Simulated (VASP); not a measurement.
# Fe in VASP: single point with PBE

Aim: the single point of Fe with PBE.

Program: VASP 6.6.1. These are calculated values, not measurements. Logs are shortened: lines on timing, memory, paths and dates and some standing lists are left out, and cuts for length are marked.

### 1 The cell of the first run

The cell holds a slab with vacuum, 10 atoms: a = 2.829 Å, b = 2.829 Å, c = 27.732 Å, α = 90.00°, β = 90.00°, γ = 90.00°.

### 2 Single point, PBE, collinear spin, ferromagnetic start

INCAR reads:

```
SYSTEM = Fe
ALGO = Normal ; AMIX = 0.2
AMIX_MAG = 0.8 ; BMIX = 1E-4
BMIX_MAG = 1E-4 ; DIPOL = 0.5 0.5 0.500
EDIFF = 1E-7 ; ENCUT = 520
GGA = PE ; ICORELEVEL = 1
IDIPOL = 3 ; ISIF = 2
ISMEAR = 1 ; ISPIN = 2
LASPH = .TRUE. ; LCHARG = .FALSE.
LDIPOL = .TRUE. ; LMAXMIX = 4
LORBIT = 11 ; LREAL = .FALSE.
LUSENCCL = .FALSE. ; LVACPOTAV = .TRUE.
LVHAR = .TRUE. ; LWAVE = .FALSE.
MAGMOM = 2.4 2.4 2.4 2.4 2.4 2.4 2.4 2.4 2.4 2.4 ; NELM = 150
PREC = Accurate ; SIGMA = 0.1
```

KPOINTS reads:

```
k-points
0
G
  14 14 1
  0 0 0
```

POSCAR reads:

```
Fe
1.0
    2.8292640000      0.0000000000      0.0000000000
    0.0000000000      2.8292640000      0.0000000000
    0.0000000000      0.0000000000     27.7316880000
Fe
10
Direct
    0.5000000000      0.5000000000      0.2704487400
    0.0000000000      0.0000000000      0.3214601300
    0.5000000000      0.5000000000      0.3724715200
    0.0000000000      0.0000000000      0.4234829100
    0.5000000000      0.5000000000      0.4744943000
    0.0000000000      0.0000000000      0.5255057000
    0.5000000000      0.5000000000      0.5765170900
    0.0000000000      0.0000000000      0.6275284800
    0.5000000000      0.5000000000      0.6785398700
    0.0000000000      0.0000000000      0.7295512600
```

Potentials or basis: VASP PAW PBE potentials, release 64 (Fe).

Command:

```console
$ cat potpaw_PBE.64/Fe/POTCAR > POTCAR
$ mpirun -np 1 vasp_std > vasp.out
```

OUTCAR:

```text
SYSTEM = Fe
   AMIX = 0.2
   AMIX_MAG = 0.8
   EDIFF = 1E-7
   ENCUT = 520
   GGA = PE
   ISIF = 2
   ISMEAR = 1
   ISPIN = 2
   LASPH = .TRUE.
   LORBIT = 11
   LREAL = .FALSE.
   NELM = 150
   PREC = Accurate

 ion  position               nearest neighbor table
   1  0.500  0.500  0.270-   2 2.45   2 2.45   2 2.45   2 2.45   3 2.83
   2  0.000  0.000  0.321-   1 2.45   3 2.45   1 2.45   3 2.45   1 2.45   3 2.45   1 2.45   3 2.45
                             4 2.83
   3  0.500  0.500  0.372-   2 2.45   4 2.45   2 2.45   4 2.45   2 2.45   4 2.45   2 2.45   4 2.45
                             1 2.83   5 2.83
   4  0.000  0.000  0.423-   3 2.45   3 2.45   3 2.45   3 2.45   5 2.45   5 2.45   5 2.45   5 2.45
                             2 2.83   6 2.83
   5  0.500  0.500  0.474-   4 2.45   4 2.45   4 2.45   4 2.45   6 2.45   6 2.45   6 2.45   6 2.45
                             3 2.83   7 2.83
   6  0.000  0.000  0.526-   7 2.45   7 2.45   7 2.45   7 2.45   5 2.45   5 2.45   5 2.45   5 2.45
                             8 2.83   4 2.83
   7  0.500  0.500  0.577-   8 2.45   8 2.45   8 2.45   8 2.45   6 2.45   6 2.45   6 2.45   6 2.45
                             9 2.83   5 2.83
   8  0.000  0.000  0.628-   7 2.45   9 2.45   7 2.45   9 2.45   7 2.45   9 2.45   7 2.45   9 2.45
                            10 2.83   6 2.83
   9  0.500  0.500  0.679-   8 2.45  10 2.45   8 2.45  10 2.45   8 2.45  10 2.45   8 2.45  10 2.45
                             7 2.83
  10  0.000  0.000  0.730-   9 2.45   9 2.45   9 2.45   9 2.45   8 2.83

  LATTYP: Found a simple tetragonal cell.
 ALAT       =     2.8292640000
 C/A-ratio  =     9.8017321819

  Lattice vectors:

 A1 = (   2.8292640000,   0.0000000000,   0.0000000000)
 A2 = (   0.0000000000,   2.8292640000,   0.0000000000)
 A3 = (   0.0000000000,   0.0000000000,  27.7316880000)

Analysis of symmetry for initial positions (statically):
=====================================================================
 Subroutine PRICEL returns:
 Original cell was already a primitive cell.

 Routine SETGRP: Setting up the symmetry group for a
 simple tetragonal supercell.

 Subroutine GETGRP returns: Found 16 space group operations
 (whereof  8 operations were pure point group operations)
 out of a pool of 16 trial point group operations.

The static configuration has the point symmetry C_4v.
 The point group associated with its full space group is D_4h.

Analysis of symmetry for dynamics (positions and initial velocities):
=====================================================================
 Subroutine PRICEL returns:
 Original cell was already a primitive cell.

 Routine SETGRP: Setting up the symmetry group for a
 simple tetragonal supercell.

 Subroutine GETGRP returns: Found 16 space group operations
 (whereof  8 operations were pure point group operations)
 out of a pool of 16 trial point group operations.

The dynamic configuration has the point symmetry C_4v.
 The point group associated with its full space group is D_4h.

Analysis of structural, dynamic, and magnetic symmetry:
=====================================================================
 Subroutine PRICEL returns:
 Original cell was already a primitive cell.

 Routine SETGRP: Setting up the symmetry group for a
 simple tetragonal supercell.

 Subroutine GETGRP returns: Found 16 space group operations
 (whereof  8 operations were pure point group operations)
 out of a pool of 16 trial point group operations.

The overall configuration has the point symmetry C_4v.
 The point group associated with its full space group is D_4h.

 Subroutine INISYM returns: Found 16 space group operations
 (whereof  8 operations are pure point group operations),
 and found     1 'primitive' translations

----------------------------------------------------------------------------------------

                                     Primitive cell

  volume of cell :     221.9848

  direct lattice vectors                    reciprocal lattice vectors
     2.829264000  0.000000000  0.000000000     0.353448812  0.000000000  0.000000000
     0.000000000  2.829264000  0.000000000     0.000000000  0.353448812  0.000000000
     0.000000000  0.000000000 27.731688000     0.000000000  0.000000000  0.036059832

  length of vectors
     2.829264000  2.829264000 27.731688000     0.353448812  0.353448812  0.036059832

  position of ions in fractional coordinates (direct lattice)
     0.500000000  0.500000000  0.270448740
     0.000000000  0.000000000  0.321460130
     0.500000000  0.500000000  0.372471520
     0.000000000  0.000000000  0.423482910
     0.500000000  0.500000000  0.474494300
     0.000000000  0.000000000  0.525505700
     0.500000000  0.500000000  0.576517090
     0.000000000  0.000000000  0.627528480
[... 70 lines left out ...]
   number of dos      NEDOS =    301   number of ions     NIONS =     10
   total plane-waves  NPLWV = 120960
   dimension x,y,z NGX =    24 NGY =   24 NGZ =  210
   dimension x,y,z NGXF=    48 NGYF=   48 NGZF=  420
   ions per type =              10
   NGX,Y,Z   is equivalent  to a cutoff of  14.10, 14.10, 12.59 a.u.
   NGXF,Y,Z  is equivalent  to a cutoff of  28.20, 28.20, 25.18 a.u.
 SYSTEM =  Fe
   PREC   = accura    normal or accurate (medium, high low for compatibility)
   ISTART =      0    job   : 0-new  1-cont  2-samecut
   ICHARG =      2    charge: 1-file 2-atom 10-const
   ISPIN  =      2    spin polarized calculation?
   LNONCOLLINEAR =      F non collinear calculations
   LSORBIT =      F    spin-orbit coupling
   LASPH  =      T    aspherical Exc in radial PAW
   ENCUT  =  520.0 eV  38.22 Ry    6.18 a.u.   5.26  5.26 51.56*2*pi/ulx,y,z
   NELM   =    150;   NELMIN=  2; NELMDL= -5     # of ELM steps
   EDIFF  = 0.1E-06   stopping-criterion for ELM
   LREAL  =      F    real-space projection
   EDIFFG = 0.1E-05   stopping-criterion for IOM
   NSW    =      0    number of steps for IOM
   IBRION =     -1    ionic relax: 0-MD 1-quasi-New 2-CG
   NFREE  =      0    steps in history (QN), initial steepest desc. (CG)
   ISIF   =      2    stress and relaxation
   ISYM   =      2    0-nonsym 1-usesym 2-fastsym
   POTIM  = 0.5000    time-step for ionic-motion
   TEBEG  =    0.0;   TEEND  =   0.0 temperature during run
   PSTRESS=    0.0 pullay stress
   NELECT =      80.0000    total number of electrons
   NUPDOWN=      -1.0000    fix difference up-down
   EMIN   =  10.00;   EMAX   =-10.00  energy-range for DOS
   EFERMI =   0.00;   METHOD = LEGACY
   ISMEAR =     1;   SIGMA  =   0.10  broadening in eV -4-tet -1-fermi 0-gaus
   EFERMI_NEDOS =   21; number of points for ismear=-14 and -15
   IALGO  =     38    algorithm
   IMIX   =      4    mixing-type and parameters
     AMIX     =   0.20;   BMIX     =  0.00
     AMIX_MAG =   0.80;   BMIX_MAG =  0.00
  volume/ion in A,a.u.               =      22.20       149.80
  Fermi-wavevector in a.u.,A,eV,Ry     =   1.165012  2.201554 18.466548  1.357253
  Thomas-Fermi vector in A             =   2.301543
   LORBIT       =     11    0 simple, 1 ext, 2 COOP (PROOUT), +10 PAW based schemes
   GGA     = PE    functional components
   LHFCALC =     F    Hartree Fock is set to
   AEXX    =    0.0000 exact exchange contribution
   IVDW    =     0    specifies the selected vdW correction
   LEPSILON=     F    determine dielectric tensor
   LRPA    =     F    only Hartree local field effects (RPA)
 spin polarized calculation
 Methfessel and Paxton  Order N= 1 SIGMA  =   0.10
  energy-cutoff  :      520.00
  volume of cell :      221.98
 maximum number of plane-waves:      6048
 NGX is ok and might be reduce to    24
   NGX = 11   NGY = 11   NGZ =103

 dipolmoment           0.000000      0.000000      0.000000 electrons x Angstroem

 number of electron      80.0000041 magnetization      24.2012422

 dipolmoment           0.000000      0.000000     -0.000000 electrons x Angstroem

 Free energy of the ion-electron system (eV)
  ---------------------------------------------------
  ext. energy  EPLUGINS =         0.00000000
  ---------------------------------------------------
  free energy    TOTEN  =       -79.88436202 eV

  energy without entropy =      -79.87960453  energy(sigma->0) =      -79.88277619

 the core state eigenenergies are
   1-  1s  -6990.8584  2s   -811.8559  2p   -690.6095  3s    -85.8540  3p    -51.9323

   2-  1s  -6990.4728  2s   -811.6047  2p   -690.3482  3s    -85.4380  3p    -51.5147

   3-  1s  -6990.5859  2s   -811.7295  2p   -690.4723  3s    -85.5223  3p    -51.5929
[... 11 lines left out ...]
   9-  1s  -6990.4728  2s   -811.6047  2p   -690.3482  3s    -85.4380  3p    -51.5147

  10-  1s  -6990.8584  2s   -811.8559  2p   -690.6095  3s    -85.8540  3p    -51.9323

 E-fermi :   1.2313     XC(G=0):  -7.5010

 val. band max:        1.2297381342   @ k =   0.4286   0.0714   0.0000
 cond. band min:       1.2369167560   @ k =   0.1429   0.0714   0.0000
 fundamental gap:      0.0071786217
 Fermi energy:         1.2312699082

 spin component 1

 k-point     1 :       0.0000    0.0000    0.0000
  band No.  band energies     occupation
      1      -7.0660      1.00000
      2      -6.6152      1.00000
      3      -5.8380      1.00000
      4      -4.8564      1.00000
      5      -3.9019      1.00000
      6      -3.5875      1.00000
[... 1309 lines left out ...]
     51       0.8826      1.00000
     52       1.1758      0.89857

 [... further k-points ...]

 spin component 2

 k-point     1 :       0.0000    0.0000    0.0000
  band No.  band energies     occupation
      1      -6.8836      1.00000
      2      -6.3990      1.00000
      3      -5.5887      1.00000
      4      -4.5360      1.00000
      5      -3.3871      1.00000
      6      -2.3515      1.00000
[... 1309 lines left out ...]
     51       3.2549      0.00000
     52       3.4329      0.00000

 [... further k-points ...]

 [bands above 52 left out]

------------------------ aborting loop because EDIFF is reached ----------------------------------------

  FORCE on cell =-STRESS in cart. coord.  units (eV):
  Direction    XX          YY          ZZ          XY          YZ          ZX
  --------------------------------------------------------------------------------------
  -------------------------------------------------------------------------------------
  Total       -1.2472748     -1.2472748      0.9406743      0.0000000      0.0000000      0.0000000
  in kB       -9.0022173     -9.0022173      6.7893253      0.0000000      0.0000000      0.0000000
  external PRESSURE =      -3.7383697 kB  Pullay stress =       0.0000000 kB

 VOLUME and BASIS-vectors are now :
 -----------------------------------------------------------------------------
  energy-cutoff  :      520.00
  volume of cell :      221.98
      direct lattice vectors                 reciprocal lattice vectors
     2.829264000  0.000000000  0.000000000     0.353448812  0.000000000  0.000000000
     0.000000000  2.829264000  0.000000000     0.000000000  0.353448812  0.000000000
     0.000000000  0.000000000 27.731688000     0.000000000  0.000000000  0.036059832

 POSITION                                       TOTAL-FORCE (eV/Angst)
 -----------------------------------------------------------------------------------
      1.41463      1.41463      7.50000        -0.000000     -0.000000      0.066770
      0.00000      0.00000      8.91463         0.000000      0.000000     -0.355915
      1.41463      1.41463     10.32926        -0.000000      0.000000      0.174840
      0.00000      0.00000     11.74390         0.000000     -0.000000      0.137577
      1.41463      1.41463     13.15853         0.000000     -0.000000     -0.063896
      0.00000      0.00000     14.57316         0.000000      0.000000      0.063896
      1.41463      1.41463     15.98779         0.000000      0.000000     -0.137577
      0.00000      0.00000     17.40242        -0.000000     -0.000000     -0.174840
      1.41463      1.41463     18.81706         0.000000     -0.000000      0.355915
      0.00000      0.00000     20.23169         0.000000     -0.000000     -0.066770
 -----------------------------------------------------------------------------------
    total drift:                                0.000000     -0.000000     -0.000000

  FREE ENERGIE OF THE ION-ELECTRON SYSTEM (eV)
  ---------------------------------------------------
  free  energy   TOTEN  =       -79.8843620244 eV

  energy  without entropy=      -79.8796045348  energy(sigma->0) =      -79.88277619

 vacuum level on the upper side and lower side of the slab         5.128         5.128

 total charge

# of ion       s       p       d       tot
------------------------------------------
    1        0.455   0.336   6.139   6.930
    2        0.485   0.528   6.268   7.281
    3        0.490   0.542   6.240   7.272
    4        0.488   0.544   6.246   7.278
    5        0.489   0.545   6.240   7.274
    6        0.489   0.545   6.240   7.274
    7        0.488   0.544   6.246   7.278
    8        0.490   0.542   6.240   7.272
    9        0.485   0.528   6.268   7.281
   10        0.455   0.336   6.139   6.930
--------------------------------------------------
tot          4.812   4.989  62.267  72.068

 magnetization (x)

# of ion       s       p       d       tot
------------------------------------------
    1        0.009   0.002   2.943   2.954
    2       -0.018  -0.051   2.376   2.307
    3       -0.011  -0.053   2.386   2.323
    4       -0.014  -0.057   2.251   2.180
    5       -0.013  -0.057   2.253   2.183
    6       -0.013  -0.057   2.253   2.183
    7       -0.014  -0.057   2.251   2.180
    8       -0.011  -0.053   2.386   2.323
    9       -0.018  -0.051   2.376   2.307
   10        0.009   0.002   2.943   2.954
--------------------------------------------------
tot         -0.092  -0.432  24.417  23.893
```

Run time: 67 min. Hardware: 1 × NVIDIA H100 80GB with 1 thread of AMD EPYC 7R13 (Zen 3), shared host; peak memory 1.8 GiB.

Results:

```
Free energy                                           : -79.8844 eV
Largest force                                         : 0.356 eV/Å
Net moment                                            : 24.20 μB per cell
Site moments                                          : Fe +2.95, +2.31, +2.32, +2.18 (each value once) μB
Valence electrons inside the program's atomic spheres : Fe 6.93, 7.28, 7.27 (each value once)
```

Forces in eV/Å, atoms in the order of the input:
```
Fe   0.000  0.000  0.067
Fe   0.000  0.000 -0.356
Fe   0.000  0.000  0.175
Fe   0.000  0.000  0.138
Fe   0.000  0.000 -0.064
Fe   0.000  0.000  0.064
Fe   0.000  0.000 -0.138
Fe   0.000  0.000 -0.175
Fe   0.000  0.000  0.356
Fe   0.000  0.000 -0.067
```

Core levels (eV, on the scale of the bands):
```
atom                                                levels
1 Fe  1s -6990.9, 2s -811.9, 2p -690.6, 3s -85.9, 3p -51.9
2 Fe  1s -6990.5, 2s -811.6, 2p -690.3, 3s -85.4, 3p -51.5
3 Fe  1s -6990.6, 2s -811.7, 2p -690.5, 3s -85.5, 3p -51.6
4 Fe  1s -6990.6, 2s -811.7, 2p -690.5, 3s -85.5, 3p -51.6
5 Fe  1s -6990.6, 2s -811.8, 2p -690.5, 3s -85.5, 3p -51.6
6 Fe  1s -6990.6, 2s -811.8, 2p -690.5, 3s -85.5, 3p -51.6
```

Caveat: the bands computed are all filled at some k points, so no gap is given.
